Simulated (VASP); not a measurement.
# Nb (Fm-3m) in VASP: further runs

Runs on Nb. Level: PBE. Tasks: single point.

Program: VASP 6.6.1. These are calculated values, not measurements. Logs are shortened: lines on timing, memory, paths and dates and some standing lists are left out, and cuts for length are marked.

### Step 1. The cell of the first run

The structure is cubic, space group Fm-3m (No. 225). Conventional cell: a = 4.230 Å, b = 4.230 Å, c = 4.230 Å, α = 90.00°, β = 90.00°, γ = 90.00°. Nb (site symmetry m-3m) has 12 Nb at 2.99 Å within 3.9 Å.

### Step 2. Single point, PBE

INCAR

```
SYSTEM = Nb
PREC = Accurate ; ENCUT = 520
EDIFF = 1E-6 ; ISMEAR = 0
SIGMA = 0.019000000000000003 ; LREAL = .FALSE.
LASPH = .TRUE. ; NELM = 60
ALGO = Normal ; ISIF = 2
LWAVE = .FALSE. ; LCHARG = .FALSE.
GGA = PE ; NBANDS = 12
```

KPOINTS

```
Automatic mesh
0
G
  11 11 11
  0 0 0
```

POSCAR

```
Nb
1.0
    0.0000000000      2.1150000000      2.1150000000
    2.1150000000      0.0000000000      2.1150000000
    2.1150000000      2.1150000000      0.0000000000
Nb
1
Direct
    0.0000000000      0.0000000000      0.0000000000
```

Potentials or basis: VASP PAW PBE potentials, release 64 (Nb_sv).

Started as:

```console
> cat potpaw_PBE.64/Nb_sv/POTCAR > POTCAR
> mpirun -np 1 vasp_std > vasp.out
```

OUTCAR:

```text
SYSTEM = Nb
   PREC = Accurate
   ENCUT = 520
   EDIFF = 1E-6
   ISMEAR = 0
   LREAL = .FALSE.
   LASPH = .TRUE.
   NELM = 60
   ISIF = 2
   GGA = PE

 ion  position               nearest neighbor table
   1  0.000  0.000  0.000-

  LATTYP: Found a face centered cubic cell.
 ALAT       =     4.2300000000

  Lattice vectors:

 A1 = (   0.0000000000,   2.1150000000,   2.1150000000)
 A2 = (   2.1150000000,   0.0000000000,   2.1150000000)
 A3 = (   2.1150000000,   2.1150000000,   0.0000000000)

Analysis of symmetry for initial positions (statically):
=====================================================================
 Subroutine PRICEL returns:
 Original cell was already a primitive cell.

 Routine SETGRP: Setting up the symmetry group for a
 face centered cubic supercell.

 Subroutine GETGRP returns: Found 48 space group operations
 (whereof 48 operations were pure point group operations)
 out of a pool of 48 trial point group operations.

The static configuration has the point symmetry O_h .

Analysis of symmetry for dynamics (positions and initial velocities):
=====================================================================
 Subroutine PRICEL returns:
 Original cell was already a primitive cell.

 Routine SETGRP: Setting up the symmetry group for a
 face centered cubic supercell.

 Subroutine GETGRP returns: Found 48 space group operations
 (whereof 48 operations were pure point group operations)
 out of a pool of 48 trial point group operations.

The dynamic configuration has the point symmetry O_h .

 Subroutine INISYM returns: Found 48 space group operations
 (whereof 48 operations are pure point group operations),
 and found     1 'primitive' translations

----------------------------------------------------------------------------------------

                                     Primitive cell

  volume of cell :      18.9217

  direct lattice vectors                    reciprocal lattice vectors
     0.000000000  2.115000000  2.115000000    -0.236406619  0.236406619  0.236406619
     2.115000000  0.000000000  2.115000000     0.236406619 -0.236406619  0.236406619
     2.115000000  2.115000000  0.000000000     0.236406619  0.236406619 -0.236406619

  length of vectors
     2.991061684  2.991061684  2.991061684     0.409468276  0.409468276  0.409468276

  position of ions in fractional coordinates (direct lattice)
     0.000000000  0.000000000  0.000000000

  ion indices of the primitive-cell ions
   primitive index   ion index
                 1           1

----------------------------------------------------------------------------------------

 KPOINTS: Automatic mesh

Automatic generation of k-mesh.
 Grid dimensions read from file:
 generate k-points for:   11   11   11

 Generating k-lattice:

  Cartesian coordinates                     Fractional coordinates (reciprocal lattice)
    -0.021491511  0.021491511  0.021491511     0.090909091  0.000000000  0.000000000
     0.021491511 -0.021491511  0.021491511     0.000000000  0.090909091  0.000000000
     0.021491511  0.021491511 -0.021491511     0.000000000  0.000000000  0.090909091

  Length of vectors
     0.037224389  0.037224389  0.037224389

  Shift w.r.t. Gamma in fractional coordinates (k-lattice)
     0.000000000  0.000000000  0.000000000

 Subroutine IBZKPT returns following result:
 ===========================================

 Found     56 irreducible k-points:

 Following reciprocal coordinates:
            Coordinates               Weight
  0.000000  0.000000  0.000000      1.000000
  0.090909  0.000000  0.000000      8.000000
  0.181818  0.000000  0.000000      8.000000
  0.272727  0.000000  0.000000      8.000000
  0.363636  0.000000  0.000000      8.000000
  0.454545  0.000000  0.000000      8.000000
[... 16 lines left out ...]
 -0.272727  0.181818  0.000000     24.000000
 -0.181818  0.181818  0.000000     12.000000
 [... further k-points ...]
   k-points           NKPTS =     56   k-points in BZ     NKDIM =     56   number of bands    NBANDS=     12
   number of dos      NEDOS =    301   number of ions     NIONS =      1
   total plane-waves  NPLWV =  13824
   dimension x,y,z NGX =    24 NGY =   24 NGZ =   24
   dimension x,y,z NGXF=    48 NGYF=   48 NGZF=   48
   ions per type =               1
   NGX,Y,Z   is equivalent  to a cutoff of  13.34, 13.34, 13.34 a.u.
   NGXF,Y,Z  is equivalent  to a cutoff of  26.68, 26.68, 26.68 a.u.
 SYSTEM =  Nb
   PREC   = accura    normal or accurate (medium, high low for compatibility)
   ISTART =      0    job   : 0-new  1-cont  2-samecut
   ICHARG =      2    charge: 1-file 2-atom 10-const
   ISPIN  =      1    spin polarized calculation?
   LNONCOLLINEAR =      F non collinear calculations
   LSORBIT =      F    spin-orbit coupling
   LASPH  =      T    aspherical Exc in radial PAW
   ENCUT  =  520.0 eV  38.22 Ry    6.18 a.u.   5.56  5.56  5.56*2*pi/ulx,y,z
   NELM   =     60;   NELMIN=  2; NELMDL= -5     # of ELM steps
   EDIFF  = 0.1E-05   stopping-criterion for ELM
   LREAL  =      F    real-space projection
   EDIFFG = 0.1E-04   stopping-criterion for IOM
   NSW    =      0    number of steps for IOM
   IBRION =     -1    ionic relax: 0-MD 1-quasi-New 2-CG
   NFREE  =      0    steps in history (QN), initial steepest desc. (CG)
   ISIF   =      2    stress and relaxation
   ISYM   =      2    0-nonsym 1-usesym 2-fastsym
   POTIM  = 0.5000    time-step for ionic-motion
   TEBEG  =    0.0;   TEEND  =   0.0 temperature during run
   PSTRESS=    0.0 pullay stress
   NELECT =      13.0000    total number of electrons
   NUPDOWN=      -1.0000    fix difference up-down
   EMIN   =  10.00;   EMAX   =-10.00  energy-range for DOS
   EFERMI =   0.00;   METHOD = LEGACY
   ISMEAR =     0;   SIGMA  =   0.02  broadening in eV -4-tet -1-fermi 0-gaus
   EFERMI_NEDOS =   21; number of points for ismear=-14 and -15
   IALGO  =     38    algorithm
   IMIX   =      4    mixing-type and parameters
     AMIX     =   0.40;   BMIX     =  1.00
     AMIX_MAG =   1.60;   BMIX_MAG =  1.00
  volume/ion in A,a.u.               =      18.92       127.69
  Fermi-wavevector in a.u.,A,eV,Ry     =   1.444560  2.729823 28.392005  2.086754
  Thomas-Fermi vector in A             =   2.562841
   LORBIT       =      0    0 simple, 1 ext, 2 COOP (PROOUT), +10 PAW based schemes
   GGA     = PE    functional components
   LHFCALC =     F    Hartree Fock is set to
   AEXX    =    0.0000 exact exchange contribution
   IVDW    =     0    specifies the selected vdW correction
   LEPSILON=     F    determine dielectric tensor
   LRPA    =     F    only Hartree local field effects (RPA)
 non-spin polarized calculation
 Gauss-broadening in eV      SIGMA  =   0.02
  energy-cutoff  :      520.00
  volume of cell :       18.92
 maximum number of plane-waves:       532
   NGX = 11   NGY = 11   NGZ = 11

 number of electron      13.0000001 magnetization

 Free energy of the ion-electron system (eV)
  ---------------------------------------------------
  ext. energy  EPLUGINS =         0.00000000
  ---------------------------------------------------
  free energy    TOTEN  =        -9.89364518 eV

  energy without entropy =       -9.89331882  energy(sigma->0) =       -9.89348200

 E-fermi :  10.8561     XC(G=0): -12.2485

 val. band max:       10.8440665612   @ k =   0.3636   0.0909   0.0000
 cond. band min:      10.8574609559   @ k =   0.3636   0.2727   0.0909
 fundamental gap:      0.0133943947
 Fermi energy:        10.8560518785

 k-point     1 :       0.0000    0.0000    0.0000
  band No.  band energies     occupation
      1     -43.9358      2.00000
      2     -19.3392      2.00000
      3     -19.3392      2.00000
      4     -19.3392      2.00000
      5       4.6489      2.00000
      6      10.9694      0.00000
      7      10.9694      0.00000
      8      10.9694      0.00000
      9      13.5345      0.00000
     10      13.5345      0.00000
     11      22.6634      0.00000
     12      27.4053      0.00000

 k-point     2 :       0.0909    0.0000    0.0000
  band No.  band energies     occupation
      1     -43.9212      2.00000
      2     -19.4369      2.00000
      3     -19.3514      2.00000
      4     -19.3514      2.00000
      5       4.9504      2.00000
      6      10.7430      2.00000
      7      11.1039      0.00000
      8      11.1039      0.00000
      9      13.4200      0.00000
     10      13.4200      0.00000
     11      23.2579      0.00000
     12      26.2626      0.00000

 k-point     3 :       0.1818    0.0000    0.0000
  band No.  band energies     occupation
      1     -43.8819      2.00000
      2     -19.6935      2.00000
      3     -19.3837      2.00000
      4     -19.3837      2.00000
      5       5.7467      2.00000
      6      10.3057      2.00000
      7      11.3422      0.00000
      8      11.3422      0.00000
      9      13.3252      0.00000
     10      13.3252      0.00000
     11      24.0512      0.00000
     12      25.1875      0.00000
[... 286 lines left out ...]
 k-point    23 :      -0.2727    0.1818    0.0000
  band No.  band energies     occupation
      1     -43.7680      2.00000
      2     -20.1761      2.00000
      3     -19.7110      2.00000
      4     -19.4637      2.00000
      5       7.9732      2.00000
      6       9.8652      2.00000
      7      10.2926      2.00000
      8      11.8423      0.00000
      9      13.2563      0.00000
     10      16.3915      0.00000
     11      23.1977      0.00000
     12      25.6308      0.00000

 k-point    24 :      -0.1818    0.1818    0.0000
  band No.  band energies     occupation
      1     -43.8124      2.00000
      2     -19.9869      2.00000
      3     -19.6093      2.00000
      4     -19.4142      2.00000
      5       7.2318      2.00000
      6       9.6707      2.00000
      7      10.8961      0.00287
      8      12.2254      0.00000
      9      12.2608      0.00000
     10      15.1618      0.00000
     11      24.1328      0.00000
     12      26.6908      0.00000

 [... further k-points ...]

------------------------ aborting loop because EDIFF is reached ----------------------------------------

  FORCE on cell =-STRESS in cart. coord.  units (eV):
  Direction    XX          YY          ZZ          XY          YZ          ZX
  --------------------------------------------------------------------------------------
  -------------------------------------------------------------------------------------
  Total       -0.2670410     -0.2670410     -0.2670410      0.0000000     -0.0000000      0.0000000
  in kB      -22.6113948    -22.6113948    -22.6113948      0.0000000     -0.0000000      0.0000000
  external PRESSURE =     -22.6113948 kB  Pullay stress =       0.0000000 kB

 VOLUME and BASIS-vectors are now :
 -----------------------------------------------------------------------------
  energy-cutoff  :      520.00
  volume of cell :       18.92
      direct lattice vectors                 reciprocal lattice vectors
     0.000000000  2.115000000  2.115000000    -0.236406619  0.236406619  0.236406619
     2.115000000  0.000000000  2.115000000     0.236406619 -0.236406619  0.236406619
     2.115000000  2.115000000  0.000000000     0.236406619  0.236406619 -0.236406619

 POSITION                                       TOTAL-FORCE (eV/Angst)
 -----------------------------------------------------------------------------------
      0.00000      0.00000      0.00000         0.000000      0.000000      0.000000
 -----------------------------------------------------------------------------------
    total drift:                               -0.000000      0.000000      0.000000

  FREE ENERGIE OF THE ION-ELECTRON SYSTEM (eV)
  ---------------------------------------------------
  free  energy   TOTEN  =        -9.8936451771 eV

  energy  without entropy=       -9.8933188177  energy(sigma->0) =       -9.89348200
```

It took 7.6 s on 1 thread of Intel Xeon Platinum 8259CL at 2.50GHz (Skylake/Cascade Lake), shared host; peak memory 0.14 GiB.

Results:

| Quantity | Value |
| --- | --- |
| Free energy | -9.8936 eV |
| Pressure | -2.3 GPa |

Levels at points of the mesh, in eV from the Fermi level:
```
           k point  band 2  band 3  band 4  band 5  band 6  band 7  band 8  band 9  band 10  band 11
(0.00, 0.00, 0.00)  -30.20  -30.20  -30.20   -6.21    0.11    0.11    0.11    2.68     2.68    11.81
```

### Step 3. Single point, PBE

INCAR

```
SYSTEM = Nb
PREC     = Accurate       ! precision mode
ENCUT    = 520            ! plane-wave cutoff, eV
EDIFF    = 1E-7           ! SCF threshold, eV
ISMEAR   = 0              ! smearing method
SIGMA    = 0.020999999999999998 ! smearing width, eV
LREAL    = .FALSE.        ! projectors in reciprocal space
LASPH    = .TRUE.         ! aspherical terms in the spheres
NELM     = 100            ! most SCF steps
ALGO     = Fast           ! electronic algorithm
ISIF     = 2              ! what is computed and relaxed
LWAVE    = .FALSE.        ! write WAVECAR
LCHARG   = .TRUE.         ! write CHGCAR
GGA      = PE             ! functional
LELF     = .TRUE.         ! ELF
LVHAR    = .TRUE.       
NBANDS   = 12             ! bands
```

KPOINTS is that of step 2.

POSCAR is that of step 2.

Potentials or basis: VASP PAW PBE potentials, release 64 (Nb_sv).

Started as:

```console
> cat potpaw_PBE.64/Nb_sv/POTCAR > POTCAR
> mpirun -np 1 vasp_std > vasp.out
```

OUTCAR:

```text
SYSTEM = Nb
   PREC = Accurate
   ENCUT = 520
   EDIFF = 1E-7
   ISMEAR = 0
   LREAL = .FALSE.
   LASPH = .TRUE.
   NELM = 100
   ISIF = 2
   GGA = PE

 ion  position               nearest neighbor table
   1  0.000  0.000  0.000-

  LATTYP: Found a face centered cubic cell.
 ALAT       =     4.2300000000

  Lattice vectors:

 A1 = (   0.0000000000,   2.1150000000,   2.1150000000)
 A2 = (   2.1150000000,   0.0000000000,   2.1150000000)
 A3 = (   2.1150000000,   2.1150000000,   0.0000000000)

Analysis of symmetry for initial positions (statically):
=====================================================================
 Subroutine PRICEL returns:
 Original cell was already a primitive cell.

 Routine SETGRP: Setting up the symmetry group for a
 face centered cubic supercell.

 Subroutine GETGRP returns: Found 48 space group operations
 (whereof 48 operations were pure point group operations)
 out of a pool of 48 trial point group operations.

The static configuration has the point symmetry O_h .

Analysis of symmetry for dynamics (positions and initial velocities):
[... 170 lines left out ...]
      4     -19.3393      2.00000
      5       4.6489      2.00000
      6      10.9693      0.00000
      7      10.9693      0.00000
      8      10.9693      0.00000
      9      13.5344      0.00000
     10      13.5344      0.00000
     11      22.6634      0.00000
     12      27.4054      0.00000
[... 331 lines left out ...]
 k-point    24 :      -0.1818    0.1818    0.0000
  band No.  band energies     occupation
      1     -43.8125      2.00000
      2     -19.9871      2.00000
      3     -19.6094      2.00000
      4     -19.4143      2.00000
      5       7.2318      2.00000
      6       9.6707      2.00000
      7      10.8961      0.00766
      8      12.2253      0.00000
      9      12.2608      0.00000
     10      15.1617      0.00000
     11      24.1332      0.00000
     12      26.6916      0.00000

 [... further k-points ...]

------------------------ aborting loop because EDIFF is reached ----------------------------------------

  FORCE on cell =-STRESS in cart. coord.  units (eV):
  Direction    XX          YY          ZZ          XY          YZ          ZX
  --------------------------------------------------------------------------------------
  -------------------------------------------------------------------------------------
  Total       -0.2673877     -0.2673877     -0.2673877     -0.0000000     -0.0000000      0.0000000
  in kB      -22.6407522    -22.6407522    -22.6407522     -0.0000000     -0.0000000      0.0000000
  external PRESSURE =     -22.6407522 kB  Pullay stress =       0.0000000 kB

 VOLUME and BASIS-vectors are now :
 -----------------------------------------------------------------------------
  energy-cutoff  :      520.00
  volume of cell :       18.92
      direct lattice vectors                 reciprocal lattice vectors
     0.000000000  2.115000000  2.115000000    -0.236406619  0.236406619  0.236406619
     2.115000000  0.000000000  2.115000000     0.236406619 -0.236406619  0.236406619
     2.115000000  2.115000000  0.000000000     0.236406619  0.236406619 -0.236406619

 POSITION                                       TOTAL-FORCE (eV/Angst)
 -----------------------------------------------------------------------------------
      0.00000      0.00000      0.00000         0.000000      0.000000      0.000000
 -----------------------------------------------------------------------------------
    total drift:                                0.000000      0.000000     -0.000000

  FREE ENERGIE OF THE ION-ELECTRON SYSTEM (eV)
  ---------------------------------------------------
  free  energy   TOTEN  =        -9.8936798613 eV

  energy  without entropy=       -9.8933057852  energy(sigma->0) =       -9.89349282
```

OSZICAR:

```text
N       E                     dE             d eps       ncg     rms          rms(c)
DAV:   1     0.117257429761E+03    0.11726E+03   -0.72585E+03  1344   0.108E+03
DAV:   2    -0.542846478565E+01   -0.12269E+03   -0.11813E+03  1452   0.383E+02
[... 17 lines left out ...]
RMM:  20    -0.989367950801E+01   -0.63182E-06   -0.51623E-06  1697   0.138E-02    0.611E-03
RMM:  21    -0.989367920821E+01    0.29980E-06   -0.32998E-06  1462   0.989E-03    0.505E-04
RMM:  22    -0.989367948791E+01   -0.27970E-06   -0.20565E-06  1299   0.638E-03    0.169E-04
RMM:  23    -0.989367967555E+01   -0.18765E-06   -0.12010E-06  1218   0.419E-03    0.341E-04
RMM:  24    -0.989367981172E+01   -0.13616E-06   -0.82969E-07  1108   0.302E-03    0.445E-04
RMM:  25    -0.989367986133E+01   -0.49612E-07   -0.50541E-07   968   0.244E-03
   1 F= -.98936799E+01 E0= -.98934928E+01  d E =-.374076E-03
```

Run time: 19 s. Hardware: 1 thread of Intel Xeon Platinum 8259CL at 2.50GHz (Skylake/Cascade Lake), shared host; peak memory 0.14 GiB.

What came out:

- Free energy: -9.8937 eV
- Pressure: -2.3 GPa
